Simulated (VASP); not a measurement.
# Cl (Fd-3m) in VASP: single point with PBE

Aim: the single point of Cl with PBE.

All numbers are computed with VASP 6.6.1; they aren't measurements. Logs are shortened: lines on timing, memory, paths and dates and some standing lists are left out, and cuts for length are marked.

### Step 1. The cell of the first run

The structure is cubic, space group Fd-3m (No. 227). The conventional cell has a = 6.518 Å, b = 6.518 Å, c = 6.518 Å, α = 90.00°, β = 90.00°, γ = 90.00°. Within 3.7 Å of Cl (site symmetry -43m) lie 4 Cl at 2.82 Å.

### Step 2. Single point, PBE

INCAR

```
SYSTEM = Cl
ALGO     = Normal         ! electronic algorithm
EDIFF    = 1E-6           ! SCF threshold, eV
ENCUT    = 520            ! plane-wave cutoff, eV
GGA      = PE             ! functional
ISIF     = 2              ! what is computed and relaxed
ISMEAR   = -1             ! smearing method
LASPH    = .True.         ! aspherical terms in the spheres
LCHARG   = .False.        ! write CHGCAR
LREAL    = .False.        ! projectors in reciprocal space
LWAVE    = .False.        ! write WAVECAR
NBANDS   = 14             ! bands
NELM     = 80             ! most SCF steps
PREC     = Accurate       ! precision mode
SIGMA    = 0.13605693000000002 ! smearing width, eV
```

KPOINTS

```
k-points
0
Gamma
  8 8 8
  0 0 0
```

POSCAR

```
Cl
1.0
    0.0000000000      3.2590281520      3.2590281520
    3.2590281520      0.0000000000      3.2590281520
    3.2590281520      3.2590281520      0.0000000000
Cl
2
Direct
    0.0000000000      0.0000000000      0.0000000000
    0.2500000000      0.2500000000      0.2500000000
```

Potentials or basis: VASP PAW PBE potentials, release 64 (Cl).

Started as:

```console
$ cat potpaw_PBE.64/Cl/POTCAR > POTCAR
$ mpirun -np 1 vasp_std > vasp.out
```

OUTCAR:

```text
SYSTEM = Cl
   EDIFF = 1E-6
   ENCUT = 520
   GGA = PE
   ISIF = 2
   ISMEAR = -1
   LASPH = .True.
   LREAL = .False.
   NELM = 80
   PREC = Accurate

 ion  position               nearest neighbor table
   1  0.000  0.000  0.000-
   2  0.250  0.250  0.250-

  LATTYP: Found a face centered cubic cell.
 ALAT       =     6.5180563040

  Lattice vectors:

 A1 = (   0.0000000000,   3.2590281520,   3.2590281520)
 A2 = (   3.2590281520,   0.0000000000,   3.2590281520)
 A3 = (   3.2590281520,   3.2590281520,   0.0000000000)

Analysis of symmetry for initial positions (statically):
=====================================================================
 Subroutine PRICEL returns:
 Original cell was already a primitive cell.

 Routine SETGRP: Setting up the symmetry group for a
 face centered cubic supercell.

 Subroutine GETGRP returns: Found 48 space group operations
 (whereof 24 operations were pure point group operations)
 out of a pool of 48 trial point group operations.

The static configuration has the point symmetry T_d .
 The point group associated with its full space group is O_h .

Analysis of symmetry for dynamics (positions and initial velocities):
=====================================================================
 Subroutine PRICEL returns:
 Original cell was already a primitive cell.

 Routine SETGRP: Setting up the symmetry group for a
 face centered cubic supercell.

 Subroutine GETGRP returns: Found 48 space group operations
 (whereof 24 operations were pure point group operations)
 out of a pool of 48 trial point group operations.

The dynamic configuration has the point symmetry T_d .
 The point group associated with its full space group is O_h .

 Subroutine INISYM returns: Found 48 space group operations
 (whereof 24 operations are pure point group operations),
 and found     1 'primitive' translations

----------------------------------------------------------------------------------------

                                     Primitive cell

  volume of cell :      69.2300

  direct lattice vectors                    reciprocal lattice vectors
     0.000000000  3.259028152  3.259028152    -0.153419970  0.153419970  0.153419970
     3.259028152  0.000000000  3.259028152     0.153419970 -0.153419970  0.153419970
     3.259028152  3.259028152  0.000000000     0.153419970  0.153419970 -0.153419970

  length of vectors
     4.608961813  4.608961813  4.608961813     0.265731182  0.265731182  0.265731182

  position of ions in fractional coordinates (direct lattice)
     0.000000000  0.000000000  0.000000000
     0.250000000  0.250000000  0.250000000

  ion indices of the primitive-cell ions
   primitive index   ion index
                 1           1
                 2           2

----------------------------------------------------------------------------------------

 KPOINTS: k-points

Automatic generation of k-mesh.
 Grid dimensions read from file:
 generate k-points for:    8    8    8

 Generating k-lattice:

  Cartesian coordinates                     Fractional coordinates (reciprocal lattice)
    -0.019177496  0.019177496  0.019177496     0.125000000  0.000000000  0.000000000
     0.019177496 -0.019177496  0.019177496     0.000000000  0.125000000  0.000000000
     0.019177496  0.019177496 -0.019177496     0.000000000  0.000000000  0.125000000

  Length of vectors
     0.033216398  0.033216398  0.033216398

  Shift w.r.t. Gamma in fractional coordinates (k-lattice)
     0.000000000  0.000000000  0.000000000

 Subroutine IBZKPT returns following result:
 ===========================================

 Found     29 irreducible k-points:

 Following reciprocal coordinates:
            Coordinates               Weight
  0.000000  0.000000  0.000000      1.000000
  0.125000  0.000000  0.000000      8.000000
  0.250000  0.000000  0.000000      8.000000
  0.375000  0.000000  0.000000      8.000000
  0.500000  0.000000  0.000000      4.000000
  0.125000  0.125000  0.000000      6.000000
[... 16 lines left out ...]
  0.500000  0.250000  0.125000     48.000000
 -0.375000  0.250000  0.125000     24.000000
 [... further k-points ...]
   k-points           NKPTS =     29   k-points in BZ     NKDIM =     29   number of bands    NBANDS=     14
   number of dos      NEDOS =    301   number of ions     NIONS =      2
   total plane-waves  NPLWV =  46656
   dimension x,y,z NGX =    36 NGY =   36 NGZ =   36
   dimension x,y,z NGXF=    72 NGYF=   72 NGZF=   72
   ions per type =               2
   NGX,Y,Z   is equivalent  to a cutoff of  12.99, 12.99, 12.99 a.u.
   NGXF,Y,Z  is equivalent  to a cutoff of  25.97, 25.97, 25.97 a.u.
 SYSTEM =  Cl
   PREC   = accura    normal or accurate (medium, high low for compatibility)
   ISTART =      0    job   : 0-new  1-cont  2-samecut
   ICHARG =      2    charge: 1-file 2-atom 10-const
   ISPIN  =      1    spin polarized calculation?
   LNONCOLLINEAR =      F non collinear calculations
   LSORBIT =      F    spin-orbit coupling
   LASPH  =      T    aspherical Exc in radial PAW
   ENCUT  =  520.0 eV  38.22 Ry    6.18 a.u.   8.57  8.57  8.57*2*pi/ulx,y,z
   NELM   =     80;   NELMIN=  2; NELMDL= -5     # of ELM steps
   EDIFF  = 0.1E-05   stopping-criterion for ELM
   LREAL  =      F    real-space projection
   EDIFFG = 0.1E-04   stopping-criterion for IOM
   NSW    =      0    number of steps for IOM
   IBRION =     -1    ionic relax: 0-MD 1-quasi-New 2-CG
   NFREE  =      0    steps in history (QN), initial steepest desc. (CG)
   ISIF   =      2    stress and relaxation
   ISYM   =      2    0-nonsym 1-usesym 2-fastsym
   POTIM  = 0.5000    time-step for ionic-motion
   TEBEG  =    0.0;   TEEND  =   0.0 temperature during run
   PSTRESS=    0.0 pullay stress
   NELECT =      14.0000    total number of electrons
   NUPDOWN=      -1.0000    fix difference up-down
   EMIN   =  10.00;   EMAX   =-10.00  energy-range for DOS
   EFERMI =   0.00;   METHOD = LEGACY
   ISMEAR =    -1;   SIGMA  =   0.14  broadening in eV -4-tet -1-fermi 0-gaus
   EFERMI_NEDOS =   21; number of points for ismear=-14 and -15
   IALGO  =     38    algorithm
   IMIX   =      4    mixing-type and parameters
     AMIX     =   0.40;   BMIX     =  1.00
     AMIX_MAG =   1.60;   BMIX_MAG =  1.00
  volume/ion in A,a.u.               =      34.62       233.59
  Fermi-wavevector in a.u.,A,eV,Ry     =   0.960917  1.815871 12.563107  0.923362
  Thomas-Fermi vector in A             =   2.090244
   LORBIT       =      0    0 simple, 1 ext, 2 COOP (PROOUT), +10 PAW based schemes
   GGA     = PE    functional components
   LHFCALC =     F    Hartree Fock is set to
   AEXX    =    0.0000 exact exchange contribution
   IVDW    =     0    specifies the selected vdW correction
   LEPSILON=     F    determine dielectric tensor
   LRPA    =     F    only Hartree local field effects (RPA)
 non-spin polarized calculation
  energy-cutoff  :      520.00
  volume of cell :       69.23
 maximum number of plane-waves:      1892
 NGX is ok and might be reduce to    36
   NGX = 17   NGY = 17   NGZ = 17

 number of electron      14.0000001 magnetization

 Free energy of the ion-electron system (eV)
  ---------------------------------------------------
  ext. energy  EPLUGINS =         0.00000000
  ---------------------------------------------------
  free energy    TOTEN  =        -2.12524564 eV

  energy without entropy =       -1.85581761  energy(sigma->0) =       -1.99053162

 E-fermi :  -1.5322     XC(G=0):  -6.9624

 val. band max:       -1.5814720702   @ k =  -0.3750   0.2500   0.1250
 cond. band min:      -1.5288683015   @ k =   0.3750   0.2500   0.0000
 fundamental gap:      0.0526037687
 Fermi energy:        -1.5321927923

 k-point     1 :       0.0000    0.0000    0.0000
  band No.  band energies     occupation
      1     -16.4525      2.00000
      2     -14.1973      2.00000
      3      -4.0975      2.00000
      4      -4.0975      2.00000
      5      -4.0975      2.00000
      6      -2.3139      1.99362
      7      -2.3139      1.99362
      8      -2.3139      1.99362
      9       4.9295      0.00000
     10       9.1368      0.00000
     11       9.1368      0.00000
     12      10.6111      0.00000
     13      10.6111      0.00000
     14      10.6111      0.00000

 k-point     2 :       0.1250    0.0000    0.0000
  band No.  band energies     occupation
      1     -16.3975      2.00000
      2     -14.2751      2.00000
      3      -4.1665      2.00000
      4      -4.1665      2.00000
      5      -4.1573      2.00000
      6      -2.2507      1.98988
      7      -2.2250      1.98778
      8      -2.2250      1.98778
      9       5.2260      0.00000
     10       8.8678      0.00000
     11       8.8678      0.00000
     12      10.3764      0.00000
     13      11.1985      0.00000
     14      11.1985      0.00000

 k-point     3 :       0.2500    0.0000    0.0000
  band No.  band energies     occupation
      1     -16.2465      2.00000
      2     -14.4801      2.00000
      3      -4.3175      2.00000
      4      -4.3106      2.00000
      5      -4.3106      2.00000
      6      -2.0497      1.95640
      7      -2.0343      1.95128
      8      -2.0343      1.95128
      9       5.9364      0.00000
     10       8.6368      0.00000
     11       8.6368      0.00000
     12       9.7885      0.00000
     13      11.1075      0.00000
     14      11.7560      0.00000
[... 324 lines left out ...]
 k-point    23 :       0.5000    0.2500    0.1250
  band No.  band energies     occupation
      1     -15.9131      2.00000
      2     -14.8929      2.00000
      3      -4.9202      2.00000
      4      -4.6047      2.00000
      5      -3.7939      2.00000
      6      -2.4210      1.99709
      7      -1.6332      1.35519
      8      -1.4220      0.61574
      9       6.7885      0.00000
     10       7.4423      0.00000
     11       9.1374      0.00000
     12       9.7958      0.00000
     13      11.3712      0.00000
     14      11.8411      0.00000

 k-point    24 :      -0.3750    0.2500    0.1250
  band No.  band energies     occupation
      1     -15.7989      2.00000
      2     -15.0237      2.00000
      3      -4.9977      2.00000
      4      -4.6522      2.00000
      5      -3.7749      2.00000
      6      -2.3669      1.99568
      7      -1.5815      1.17914
      8      -1.3529      0.42245
      9       6.8572      0.00000
     10       7.4303      0.00000
     11       9.1047      0.00000
     12       9.6502      0.00000
     13      11.2141      0.00000
     14      12.2144      0.00000

 [... further k-points ...]

------------------------ aborting loop because EDIFF is reached ----------------------------------------

  FORCE on cell =-STRESS in cart. coord.  units (eV):
  Direction    XX          YY          ZZ          XY          YZ          ZX
  --------------------------------------------------------------------------------------
  -------------------------------------------------------------------------------------
  Total       -0.0552317     -0.0552317     -0.0552317     -0.0000000      0.0000000      0.0000000
  in kB       -1.2782168     -1.2782168     -1.2782168     -0.0000000      0.0000000      0.0000000
  external PRESSURE =      -1.2782168 kB  Pullay stress =       0.0000000 kB

 VOLUME and BASIS-vectors are now :
 -----------------------------------------------------------------------------
  energy-cutoff  :      520.00
  volume of cell :       69.23
      direct lattice vectors                 reciprocal lattice vectors
     0.000000000  3.259028152  3.259028152    -0.153419970  0.153419970  0.153419970
     3.259028152  0.000000000  3.259028152     0.153419970 -0.153419970  0.153419970
     3.259028152  3.259028152  0.000000000     0.153419970  0.153419970 -0.153419970

 POSITION                                       TOTAL-FORCE (eV/Angst)
 -----------------------------------------------------------------------------------
      0.00000      0.00000      0.00000         0.000000      0.000000      0.000000
      1.62951      1.62951      1.62951        -0.000000     -0.000000     -0.000000
 -----------------------------------------------------------------------------------
    total drift:                                0.000000      0.000000      0.000000

  FREE ENERGIE OF THE ION-ELECTRON SYSTEM (eV)
  ---------------------------------------------------
  free  energy   TOTEN  =        -2.1252456372 eV

  energy  without entropy=       -1.8558176073  energy(sigma->0) =       -1.99053162
```

It took 34 s on 1 thread of Intel Xeon 8259CL, shared host; peak memory 0.19 GiB.

What came out:

| Item | Value |
| --- | --- |
| Free energy | -2.1252 eV |
| Pressure | -0.1 GPa |
| Band gap on the k mesh | zero (bands 7 and 8 overlap by 1.11 eV) |

Levels at points of the mesh, in eV from the Fermi level:
```tsv
k point	band 3	band 4	band 5	band 6	band 7	band 8	band 9	band 10	band 11	band 12
(0.00, 0.00, 0.00)	-2.57	-2.57	-2.57	-0.78	-0.78	-0.78	6.46	10.67	10.67	12.14
(0.50, 0.00, 0.00)	-3.02	-2.95	-2.95	-0.27	-0.27	-0.15	8.78	9.39	10.36	10.36
(0.50, 0.50, 0.00)	-3.36	-3.36	-1.70	-1.70	0.33	0.33	8.35	8.35	12.25	12.25
```

The gap in the log of VASP goes by the Fermi energy; the results here count the filled bands.